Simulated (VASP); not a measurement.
PbO, 4 atoms in the cell. It takes space group P6_3/mmc (No. 194, hexagonal). Conventional cell: a = 3.618 Å, b = 3.618 Å, c = 6.352 Å, α = 90.00°, β = 90.00°, γ = 120.00°. Pb (site symmetry -6m2) has 6 O at 2.62 Å and 12 Pb at 3.62 to 3.80 Å within 3.9 Å. Within 3.7 Å of O (site symmetry -3m) lie 6 Pb at 2.62 Å and 8 O at 3.18 to 3.62 Å. 

```yaml
Program: VASP 6.6.1
Task: single point
Functional: PBE
Potentials_or_basis: VASP PAW PBE potentials, release 64 (Pb_d, O)
Cutoff: 520 eV
k_mesh: 10 × 10 × 6
Occupations: gaussian, width 0.05 eV
Spin: non-collinear spin, zero start, spin-orbit coupling
Starting_moments: "[[0.0, 0.0, 0.0], [0.0, 0.0, 0.0], [0.0, 0.0, 0.0], [0.0, 0.0, 0.0]] μB"
Dipole_correction: no
Further_INCAR_settings: ALGO = Normal; EDIFF = 1e-07; NBANDS = 54
```

Potentials or basis: VASP PAW PBE potentials, release 64 (Pb_d, O).

The run is started by

```sh
$ cat potpaw_PBE.64/Pb_d/POTCAR potpaw_PBE.64/O/POTCAR > POTCAR
$ mpirun -np 1 vasp_ncl > vasp.out
```

Hardware: 1 thread of Intel(R) Xeon(R) Platinum 8488C (Sapphire Rapids), on a shared host.

**Question.** Estimate the wall time of this run.

**Answer.** It took 8.9 min on 1 thread of Intel(R) Xeon(R) Platinum 8488C (Sapphire Rapids), with other jobs on the host, peak memory 0.52 GiB. Counts: scf iterations 17, k points 56.
